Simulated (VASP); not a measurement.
# BP (F-43m) in VASP: a series of runs, part 2 of 2

VASP 6.6.1. The steps go on from the part before.

## (4) Single point, PBE

This run uses another cell than the first one, of 11.45 Å³/atom, 1.043 times its volume.

File INCAR:

```
PREC = Accurate
ENCUT = 520
EDIFF = 1E-6
ISMEAR = 0
SIGMA = 0.01
LREAL = F
LASPH = T
NELM = 80
ALGO = Normal
ISIF = 2
LWAVE = F
LCHARG = F
GGA = PE
NBANDS = 11
```

File KPOINTS:

```
Automatic mesh
0
Gamma
  8 8 8
```

File POSCAR:

```
BP
1.0
    0.0000000000      2.2537713532      2.2537713532
    2.2537713532      0.0000000000      2.2537713532
    2.2537713532      2.2537713532      0.0000000000
B P
1 1
Direct
    0.0000000000      0.0000000000      0.0000000000
    0.2500000000      0.2500000000      0.2500000000
```

Potentials or basis: VASP PAW PBE potentials, release 64 (B, P).

On the command line:

```
cat potpaw_PBE.64/B/POTCAR potpaw_PBE.64/P/POTCAR > POTCAR
mpirun -np 1 vasp_std > vasp.out
```

OUTCAR:

```text
PREC = Accurate
   ENCUT = 520
   EDIFF = 1E-6
   ISMEAR = 0
   LREAL = F
   LASPH = T
   NELM = 80
   ISIF = 2
   GGA = PE

 ion  position               nearest neighbor table
   1  0.000  0.000  0.000-   2 1.95   2 1.95   2 1.95   2 1.95
   2  0.250  0.250  0.250-   1 1.95   1 1.95   1 1.95   1 1.95

  LATTYP: Found a face centered cubic cell.
 ALAT       =     4.5075427064

  Lattice vectors:

 A1 = (   0.0000000000,   2.2537713532,   2.2537713532)
 A2 = (   2.2537713532,   0.0000000000,   2.2537713532)
 A3 = (   2.2537713532,   2.2537713532,   0.0000000000)

Analysis of symmetry for initial positions (statically):
=====================================================================
 Subroutine PRICEL returns:
 Original cell was already a primitive cell.

 Routine SETGRP: Setting up the symmetry group for a
 face centered cubic supercell.

 Subroutine GETGRP returns: Found 24 space group operations
 (whereof 24 operations were pure point group operations)
 out of a pool of 48 trial point group operations.

The static configuration has the point symmetry T_d .

Analysis of symmetry for dynamics (positions and initial velocities):
=====================================================================
 Subroutine PRICEL returns:
 Original cell was already a primitive cell.

 Routine SETGRP: Setting up the symmetry group for a
 face centered cubic supercell.

 Subroutine GETGRP returns: Found 24 space group operations
 (whereof 24 operations were pure point group operations)
 out of a pool of 48 trial point group operations.

The dynamic configuration has the point symmetry T_d .

 Subroutine INISYM returns: Found 24 space group operations
 (whereof 24 operations are pure point group operations),
 and found     1 'primitive' translations

----------------------------------------------------------------------------------------

                                     Primitive cell

  volume of cell :      22.8960

  direct lattice vectors                    reciprocal lattice vectors
     0.000000000  2.253771353  2.253771353    -0.221850366  0.221850366  0.221850366
[... 117 lines left out ...]
 non-spin polarized calculation
 Gauss-broadening in eV      SIGMA  =   0.01
  energy-cutoff  :      520.00
  volume of cell :       22.90
 maximum number of plane-waves:       636
   NGX = 11   NGY = 11   NGZ = 11

 number of electron       8.0000001 magnetization

 Free energy of the ion-electron system (eV)
  ---------------------------------------------------
  ext. energy  EPLUGINS =         0.00000000
  ---------------------------------------------------
  free energy    TOTEN  =       -12.92072540 eV

  energy without entropy =      -12.92072540  energy(sigma->0) =      -12.92072540

 E-fermi :   7.7502     XC(G=0): -10.9940

 val. band max:        7.6744705981   @ k =   0.0000   0.0000   0.0000
 cond. band min:       8.9185120009   @ k =   0.3750   0.3750   0.0000
 fundamental gap:      1.2440414028
 Fermi energy:         7.7502440027

 k-point     1 :       0.0000    0.0000    0.0000
  band No.  band energies     occupation
      1      -7.9677      2.00000
      2       7.6745      2.00000
      3       7.6745      2.00000
      4       7.6745      2.00000
      5      11.1053      0.00000
      6      11.1053      0.00000
      7      11.1053      0.00000
      8      15.3584      0.00000
      9      19.3250      0.00000
     10      19.8606      0.00000
     11      19.8606      0.00000
[... 309 lines left out ...]
 k-point    24 :      -0.3750    0.2500    0.1250
  band No.  band energies     occupation
      1      -3.8945      2.00000
      2      -0.9013      2.00000
      3       3.0843      2.00000
      4       4.4986      2.00000
      5      11.8677      0.00000
      6      12.9429      0.00000
      7      16.1142      0.00000
      8      17.5917      0.00000
      9      18.2205      0.00000
     10      22.2319      0.00000
     11      24.6872      0.00000

 [... further k-points ...]

------------------------ aborting loop because EDIFF is reached ----------------------------------------

  FORCE on cell =-STRESS in cart. coord.  units (eV):
  Direction    XX          YY          ZZ          XY          YZ          ZX
  --------------------------------------------------------------------------------------
  -------------------------------------------------------------------------------------
  Total        0.6255957      0.6255957      0.6255957     -0.0000000      0.0000000      0.0000000
  in kB       43.7768769     43.7768769     43.7768769     -0.0000000      0.0000000      0.0000000
  external PRESSURE =      43.7768769 kB  Pullay stress =       0.0000000 kB

 VOLUME and BASIS-vectors are now :
 -----------------------------------------------------------------------------
  energy-cutoff  :      520.00
  volume of cell :       22.90
      direct lattice vectors                 reciprocal lattice vectors
     0.000000000  2.253771353  2.253771353    -0.221850366  0.221850366  0.221850366
     2.253771353  0.000000000  2.253771353     0.221850366 -0.221850366  0.221850366
     2.253771353  2.253771353  0.000000000     0.221850366  0.221850366 -0.221850366

 POSITION                                       TOTAL-FORCE (eV/Angst)
 -----------------------------------------------------------------------------------
      0.00000      0.00000      0.00000        -0.000000      0.000000     -0.000000
      1.12689      1.12689      1.12689         0.000000     -0.000000      0.000000
 -----------------------------------------------------------------------------------
    total drift:                                0.000000      0.000000      0.000000

  FREE ENERGIE OF THE ION-ELECTRON SYSTEM (eV)
  ---------------------------------------------------
  free  energy   TOTEN  =       -12.9207253970 eV

  energy  without entropy=      -12.9207253970  energy(sigma->0) =      -12.92072540
```

OSZICAR:

```text
N       E                     dE             d eps       ncg     rms          rms(c)
DAV:   1     0.104715556696E+02    0.10472E+02   -0.38985E+03   638   0.659E+02
DAV:   2    -0.129943297145E+02   -0.23466E+02   -0.22230E+02   800   0.107E+02
DAV:   3    -0.136703720457E+02   -0.67604E+00   -0.67501E+00   823   0.168E+01
DAV:   4    -0.136728381145E+02   -0.24661E-02   -0.24658E-02   727   0.120E+00
DAV:   5    -0.136728502353E+02   -0.12121E-04   -0.12121E-04   795   0.829E-02    0.742E+00
DAV:   6    -0.130256054509E+02    0.64724E+00   -0.14475E+00   728   0.527E+00    0.399E+00
DAV:   7    -0.129282593727E+02    0.97346E-01   -0.25340E-01   785   0.251E+00    0.136E+00
DAV:   8    -0.129202015069E+02    0.80579E-02   -0.27517E-02   745   0.952E-01    0.201E-01
DAV:   9    -0.129205188515E+02   -0.31734E-03   -0.70924E-04   739   0.181E-01    0.131E-01
DAV:  10    -0.129207137591E+02   -0.19491E-03   -0.24445E-04   717   0.985E-02    0.288E-02
DAV:  11    -0.129207244458E+02   -0.10687E-04   -0.11894E-05   807   0.225E-02    0.352E-02
DAV:  12    -0.129207253970E+02   -0.95121E-06   -0.48132E-06   719   0.107E-02
   1 F= -.12920725E+02 E0= -.12920725E+02  d E =-.383431E-29
```

stdout:

```text
POSCAR found type information on POSCAR B P
 POSCAR found :  2 types and       2 ions
 scaLAPACK will be used
 LDA part: xc-table for (Slater+PW92), standard interpolation
 POSCAR, INCAR and KPOINTS ok, starting setup
 FFT: planning ... GRIDC
 FFT: planning ... GRID_SOFT
 FFT: planning ... GRID
 WAVECAR not read
 entering main loop
```

It took 3 s on 1 thread of AMD EPYC 9R45 (Zen 5), shared host; peak memory 0.1 GiB.

What came out:

* Free energy: -12.9207 eV
* Pressure: 4.4 GPa
* Band gap on the k mesh: 1.24 eV, indirect (least direct gap 3.43 eV)

## (5) The runs side by side

```csv
cell,gap on the mesh (eV),pressure (GPa)
"a = 3.143 Å, angles 60.0°, 2 atoms",1.19,12.4
"a = 3.165 Å, angles 60.0°, 2 atoms",1.22,8.2
"a = 3.187 Å, angles 60.0°, 2 atoms",1.24,4.4
```

Alike in all rows: task single point; level PBE; potentials or basis VASP PAW PBE potentials, release 64 (B, P); no spin polarisation; k mesh 8 × 8 × 8; cutoff (eV) 520; smearing gaussian 0.01 eV.

Absolute energies hang on the potentials; compare differences alone.
